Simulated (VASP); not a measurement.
# Pt (Fm-3m) in VASP: a series of runs

The runs below take Pt through single point, with PBE.

All numbers are computed with VASP 6.6.1; they aren't measurements. Logs are shortened: lines on timing, memory, paths and dates and some standing lists are left out, and cuts for length are marked.

## Step 1: The cell of the first run

The structure is cubic, space group Fm-3m (No. 225). The conventional cell has a = 3.685 Å, b = 3.685 Å, c = 3.685 Å, α = 90.00°, β = 90.00°, γ = 90.00°. Pt (site symmetry m-3m) has 12 Pt at 2.61 Å within 3.4 Å.

## Step 2: Single point, PBE (volume scaled by 0.8)

The input, INCAR:

```
SYSTEM = Pt
PREC     = Accurate       ! precision mode
ENCUT    = 520            ! plane-wave cutoff, eV
EDIFF    = 1E-6           ! SCF threshold, eV
ISMEAR   = -1             ! smearing method
SIGMA    = 0.05           ! smearing width, eV
LREAL    = .FALSE.        ! projectors in reciprocal space
LASPH    = .TRUE.         ! aspherical terms in the spheres
NELM     = 80             ! most SCF steps
ALGO     = Normal         ! electronic algorithm
ISIF     = 2              ! what is computed and relaxed
LWAVE    = .FALSE.        ! write WAVECAR
LCHARG   = .FALSE.        ! write CHGCAR
GGA      = PE             ! functional
NBANDS   = 11             ! bands
```

The input, KPOINTS:

```
Automatic mesh
0
G
  16 16 16
  0 0 0
```

The input, POSCAR:

```
Pt
1.0
    0.0000000000      1.8426923323      1.8426923323
    1.8426923323      0.0000000000      1.8426923323
    1.8426923323      1.8426923323      0.0000000000
Pt
1
Direct
    0.0000000000      0.0000000000      0.0000000000
```

Potentials or basis: VASP PAW PBE potentials, release 64 (Pt).

The run is started by

```
$ cat potpaw_PBE.64/Pt/POTCAR > POTCAR
$ mpirun -np 1 vasp_std > vasp.out
```

OUTCAR:

```text
SYSTEM = Pt
   PREC = Accurate
   ENCUT = 520
   EDIFF = 1E-6
   ISMEAR = -1
   LREAL = .FALSE.
   LASPH = .TRUE.
   NELM = 80
   ISIF = 2
   GGA = PE

 ion  position               nearest neighbor table
   1  0.000  0.000  0.000-

  LATTYP: Found a face centered cubic cell.
 ALAT       =     3.6853846646

  Lattice vectors:

 A1 = (   0.0000000000,   1.8426923323,   1.8426923323)
 A2 = (   1.8426923323,   0.0000000000,   1.8426923323)
 A3 = (   1.8426923323,   1.8426923323,   0.0000000000)

Analysis of symmetry for initial positions (statically):
=====================================================================
 Subroutine PRICEL returns:
 Original cell was already a primitive cell.

 Routine SETGRP: Setting up the symmetry group for a
 face centered cubic supercell.

 Subroutine GETGRP returns: Found 48 space group operations
 (whereof 48 operations were pure point group operations)
 out of a pool of 48 trial point group operations.

The static configuration has the point symmetry O_h .

Analysis of symmetry for dynamics (positions and initial velocities):
=====================================================================
 Subroutine PRICEL returns:
 Original cell was already a primitive cell.

 Routine SETGRP: Setting up the symmetry group for a
 face centered cubic supercell.

 Subroutine GETGRP returns: Found 48 space group operations
 (whereof 48 operations were pure point group operations)
 out of a pool of 48 trial point group operations.

The dynamic configuration has the point symmetry O_h .

 Subroutine INISYM returns: Found 48 space group operations
 (whereof 48 operations are pure point group operations),
 and found     1 'primitive' translations

----------------------------------------------------------------------------------------

                                     Primitive cell

  volume of cell :      12.5138

  direct lattice vectors                    reciprocal lattice vectors
     0.000000000  1.842692332  1.842692332    -0.271342096  0.271342096  0.271342096
     1.842692332  0.000000000  1.842692332     0.271342096 -0.271342096  0.271342096
     1.842692332  1.842692332  0.000000000     0.271342096  0.271342096 -0.271342096

  length of vectors
     2.605960488  2.605960488  2.605960488     0.469978297  0.469978297  0.469978297

  position of ions in fractional coordinates (direct lattice)
     0.000000000  0.000000000  0.000000000

  ion indices of the primitive-cell ions
   primitive index   ion index
                 1           1

----------------------------------------------------------------------------------------

 KPOINTS: Automatic mesh

Automatic generation of k-mesh.
 Grid dimensions read from file:
 generate k-points for:   16   16   16

 Generating k-lattice:

  Cartesian coordinates                     Fractional coordinates (reciprocal lattice)
    -0.016958881  0.016958881  0.016958881     0.062500000  0.000000000  0.000000000
     0.016958881 -0.016958881  0.016958881     0.000000000  0.062500000  0.000000000
     0.016958881  0.016958881 -0.016958881     0.000000000  0.000000000  0.062500000

  Length of vectors
     0.029373644  0.029373644  0.029373644

  Shift w.r.t. Gamma in fractional coordinates (k-lattice)
     0.000000000  0.000000000  0.000000000

 Subroutine IBZKPT returns following result:
 ===========================================

 Found    145 irreducible k-points:

 Following reciprocal coordinates:
            Coordinates               Weight
  0.000000  0.000000  0.000000      1.000000
  0.062500  0.000000  0.000000      8.000000
  0.125000  0.000000  0.000000      8.000000
  0.187500  0.000000  0.000000      8.000000
  0.250000  0.000000  0.000000      8.000000
  0.312500  0.000000  0.000000      8.000000
[... 16 lines left out ...]
 -0.125000  0.062500  0.000000     24.000000
 -0.062500  0.062500  0.000000     12.000000
 [... further k-points ...]
   k-points           NKPTS =    145   k-points in BZ     NKDIM =    145   number of bands    NBANDS=     11
   number of dos      NEDOS =    301   number of ions     NIONS =      1
   total plane-waves  NPLWV =   8000
   dimension x,y,z NGX =    20 NGY =   20 NGZ =   20
   dimension x,y,z NGXF=    40 NGYF=   40 NGZF=   40
   ions per type =               1
   NGX,Y,Z   is equivalent  to a cutoff of  12.76, 12.76, 12.76 a.u.
   NGXF,Y,Z  is equivalent  to a cutoff of  25.52, 25.52, 25.52 a.u.
 SYSTEM =  Pt
   PREC   = accura    normal or accurate (medium, high low for compatibility)
   ISTART =      0    job   : 0-new  1-cont  2-samecut
   ICHARG =      2    charge: 1-file 2-atom 10-const
   ISPIN  =      1    spin polarized calculation?
   LNONCOLLINEAR =      F non collinear calculations
   LSORBIT =      F    spin-orbit coupling
   LASPH  =      T    aspherical Exc in radial PAW
   ENCUT  =  520.0 eV  38.22 Ry    6.18 a.u.   4.85  4.85  4.85*2*pi/ulx,y,z
   NELM   =     80;   NELMIN=  2; NELMDL= -5     # of ELM steps
   EDIFF  = 0.1E-05   stopping-criterion for ELM
   LREAL  =      F    real-space projection
   EDIFFG = 0.1E-04   stopping-criterion for IOM
   NSW    =      0    number of steps for IOM
   IBRION =     -1    ionic relax: 0-MD 1-quasi-New 2-CG
   NFREE  =      0    steps in history (QN), initial steepest desc. (CG)
   ISIF   =      2    stress and relaxation
   ISYM   =      2    0-nonsym 1-usesym 2-fastsym
   POTIM  = 0.5000    time-step for ionic-motion
   TEBEG  =    0.0;   TEEND  =   0.0 temperature during run
   PSTRESS=    0.0 pullay stress
   NELECT =      10.0000    total number of electrons
   NUPDOWN=      -1.0000    fix difference up-down
   EMIN   =  10.00;   EMAX   =-10.00  energy-range for DOS
   EFERMI =   0.00;   METHOD = LEGACY
   ISMEAR =    -1;   SIGMA  =   0.05  broadening in eV -4-tet -1-fermi 0-gaus
   EFERMI_NEDOS =   21; number of points for ismear=-14 and -15
   IALGO  =     38    algorithm
   IMIX   =      4    mixing-type and parameters
     AMIX     =   0.40;   BMIX     =  1.00
     AMIX_MAG =   1.60;   BMIX_MAG =  1.00
  volume/ion in A,a.u.               =      12.51        84.45
  Fermi-wavevector in a.u.,A,eV,Ry     =   1.519190  2.870852 31.401393  2.307937
  Thomas-Fermi vector in A             =   2.628209
   LORBIT       =      0    0 simple, 1 ext, 2 COOP (PROOUT), +10 PAW based schemes
   GGA     = PE    functional components
   LHFCALC =     F    Hartree Fock is set to
   AEXX    =    0.0000 exact exchange contribution
   IVDW    =     0    specifies the selected vdW correction
   LEPSILON=     F    determine dielectric tensor
   LRPA    =     F    only Hartree local field effects (RPA)
 non-spin polarized calculation
  energy-cutoff  :      520.00
  volume of cell :       12.51
 maximum number of plane-waves:       346
   NGX =  9   NGY =  9   NGZ =  9

 number of electron      10.0000000 magnetization

 Free energy of the ion-electron system (eV)
  ---------------------------------------------------
  ext. energy  EPLUGINS =         0.00000000
  ---------------------------------------------------
  free energy    TOTEN  =        -5.33391763 eV

  energy without entropy =       -5.32125468  energy(sigma->0) =       -5.32758616

 E-fermi :  15.2451     XC(G=0): -14.6343

 val. band max:       15.2424380376   @ k =  -0.4375   0.1250   0.0625
 cond. band min:      15.2795880949   @ k =   0.3750   0.2500   0.1250
 fundamental gap:      0.0371500573
 Fermi energy:        15.2451247282

 k-point     1 :       0.0000    0.0000    0.0000
  band No.  band energies     occupation
      1       2.7574      2.00000
      2      10.1340      2.00000
      3      10.1340      2.00000
      4      10.1340      2.00000
      5      13.0586      2.00000
      6      13.0586      2.00000
      7      29.1083      0.00000
      8      35.1780      0.00000
      9      35.1780      0.00000
     10      35.1780      0.00000
     11      41.2504      0.00000

 k-point     2 :       0.0625    0.0000    0.0000
  band No.  band energies     occupation
      1       2.9482      2.00000
      2      10.0340      2.00000
      3      10.2159      2.00000
      4      10.2159      2.00000
      5      13.0046      2.00000
      6      13.0046      2.00000
      7      29.4424      0.00000
      8      34.3256      0.00000
      9      35.5027      0.00000
     10      35.5027      0.00000
     11      42.3177      0.00000

 k-point     3 :       0.1250    0.0000    0.0000
  band No.  band energies     occupation
      1       3.4927      2.00000
      2       9.7932      2.00000
      3      10.4207      2.00000
      4      10.4207      2.00000
      5      12.8992      2.00000
      6      12.8992      2.00000
      7      30.3342      0.00000
      8      32.6853      0.00000
      9      36.4452      0.00000
     10      36.4452      0.00000
     11      43.9313      0.00000

 k-point     4 :       0.1875    0.0000    0.0000
  band No.  band energies     occupation
      1       4.2888      2.00000
      2       9.5818      2.00000
      3      10.6107      2.00000
      4      10.6107      2.00000
      5      12.9157      2.00000
      6      12.9157      2.00000
      7      30.6999      0.00000
      8      31.7432      0.00000
      9      37.9185      0.00000
     10      37.9185      0.00000
     11      42.1403      0.00000

 k-point     5 :       0.2500    0.0000    0.0000
  band No.  band energies     occupation
      1       5.1043      2.00000
      2       9.6866      2.00000
      3      10.6132      2.00000
      4      10.6132      2.00000
      5      13.2505      2.00000
      6      13.2505      2.00000
      7      29.1380      0.00000
      8      32.1799      0.00000
      9      39.7545      0.00000
     10      39.7545      0.00000
     11      40.4846      0.00000
[... 211 lines left out ...]
 k-point    21 :      -0.2500    0.0625    0.0000
  band No.  band energies     occupation
      1       5.4894      2.00000
      2       9.6356      2.00000
      3      10.5533      2.00000
      4      10.6870      2.00000
      5      12.9367      2.00000
      6      14.0753      2.00000
      7      28.7767      0.00000
      8      32.2020      0.00000
      9      38.1905      0.00000
     10      38.8679      0.00000
     11      41.4593      0.00000

 k-point    22 :      -0.1875    0.0625    0.0000
  band No.  band energies     occupation
      1       4.7344      2.00000
      2       9.4054      2.00000
      3      10.6777      2.00000
      4      10.7563      2.00000
      5      12.5156      2.00000
      6      13.4815      2.00000
      7      30.4110      0.00000
      8      32.1727      0.00000
      9      37.2129      0.00000
     10      39.4650      0.00000
     11      40.3040      0.00000

 k-point    23 :      -0.1250    0.0625    0.0000
  band No.  band energies     occupation
      1       3.8976      2.00000
      2       9.5779      2.00000
      3      10.5691      2.00000
      4      10.6016      2.00000
      5      12.5363      2.00000
      6      13.1801      2.00000
      7      30.9641      0.00000
      8      32.1443      0.00000
      9      36.0870      0.00000
     10      37.6564      0.00000
     11      43.0706      0.00000

 k-point    24 :      -0.0625    0.0625    0.0000
  band No.  band energies     occupation
      1       3.2585      2.00000
      2       9.8518      2.00000
      3      10.3285      2.00000
      4      10.3904      2.00000
      5      12.7751      2.00000
      6      13.0852      2.00000
      7      29.9727      0.00000
      8      33.5372      0.00000
      9      35.4608      0.00000
     10      36.3006      0.00000
     11      43.6257      0.00000

 [... further k-points ...]
[... 5 lines left out ...]
  --------------------------------------------------------------------------------------
  -------------------------------------------------------------------------------------
  Total        7.8290615      7.8290615      7.8290615      0.0000000      0.0000000      0.0000000
  in kB     1002.3786421   1002.3786421   1002.3786421      0.0000000      0.0000000      0.0000000
  external PRESSURE =    1002.3786421 kB  Pullay stress =       0.0000000 kB

 VOLUME and BASIS-vectors are now :
 -----------------------------------------------------------------------------
  energy-cutoff  :      520.00
  volume of cell :       12.51
      direct lattice vectors                 reciprocal lattice vectors
     0.000000000  1.842692332  1.842692332    -0.271342096  0.271342096  0.271342096
     1.842692332  0.000000000  1.842692332     0.271342096 -0.271342096  0.271342096
     1.842692332  1.842692332  0.000000000     0.271342096  0.271342096 -0.271342096

 POSITION                                       TOTAL-FORCE (eV/Angst)
 -----------------------------------------------------------------------------------
      0.00000      0.00000      0.00000         0.000000      0.000000      0.000000
 -----------------------------------------------------------------------------------
    total drift:                                0.000000      0.000000      0.000000

  FREE ENERGIE OF THE ION-ELECTRON SYSTEM (eV)
  ---------------------------------------------------
  free  energy   TOTEN  =        -5.3339176291 eV

  energy  without entropy=       -5.3212546833  energy(sigma->0) =       -5.32758616
```

It took 18 s on 1 thread of Intel Xeon Platinum 8259CL at 2.50GHz (Skylake/Cascade Lake), shared host; peak memory 0.14 GiB.

Results:

- Free energy: -5.3339 eV
- Pressure: 100.2 GPa
- Band gap on the k mesh: zero (band 5 reaches 15.99 eV, above the bottom of band 6 at 12.90 eV)

Levels at points of the mesh, in eV from the Fermi level:
| k point | band 3 | band 4 | band 5 | band 6 | band 7 | band 8 |
| --- | --- | --- | --- | --- | --- | --- |
| (0.00, 0.00, 0.00) | -5.11 | -5.11 | -2.19 | -2.19 | 13.86 | 19.93 |
| (0.50, 0.00, 0.00) | -5.23 | -1.24 | 0.10 | 0.10 | 7.50 | 13.51 |
| (0.50, 0.50, 0.00) | 0.07 | 0.74 | 0.74 | 1.47 | 11.19 | 11.96 |

Caveat: spin-orbit coupling is left out, which moves the levels of the heavy elements.

## Step 3: Single point, PBE (volume scaled by 0.8)

The input, INCAR:

```
PREC = Accurate
ENCUT = 520
EDIFF = 1E-6
ISMEAR = -1
SIGMA = 0.05
LREAL = F
LASPH = T
NELM = 60
ALGO = Normal
ISIF = 2
LWAVE = F
LCHARG = T
GGA = PE
LELF = T
LVHAR = T
NBANDS = 11
```

The input, KPOINTS:

```
Automatic mesh
0
Gamma
  16 16 16
```

POSCAR is that of step 2.

Potentials or basis: VASP PAW PBE potentials, release 64 (Pt).

The run is started by

```
$ cat potpaw_PBE.64/Pt/POTCAR > POTCAR
$ mpirun -np 1 vasp_std > vasp.out
```

Run time: 16 s. Hardware: 1 thread of Intel Xeon Platinum 8259CL at 2.50GHz (Skylake/Cascade Lake), shared host; peak memory 0.14 GiB.

It converged, with:

```
Free energy            : -5.3339 eV
Pressure               : 100.2 GPa
Band gap on the k mesh : zero (band 5 reaches 15.99 eV, above the bottom of band 6 at 12.90 eV)
```

Levels at points of the mesh, in eV from the Fermi level:
```
           k point  band 3  band 4  band 5  band 6  band 7  band 8
(0.00, 0.00, 0.00)   -5.11   -5.11   -2.19   -2.19   13.86   19.93
(0.50, 0.00, 0.00)   -5.23   -1.24    0.10    0.10    7.50   13.51
(0.50, 0.50, 0.00)    0.07    0.74    0.74    1.47   11.19   11.96
```

Caveat: spin-orbit coupling is left out, which moves the levels of the heavy elements.

(Part 1 of 2 ends here.)
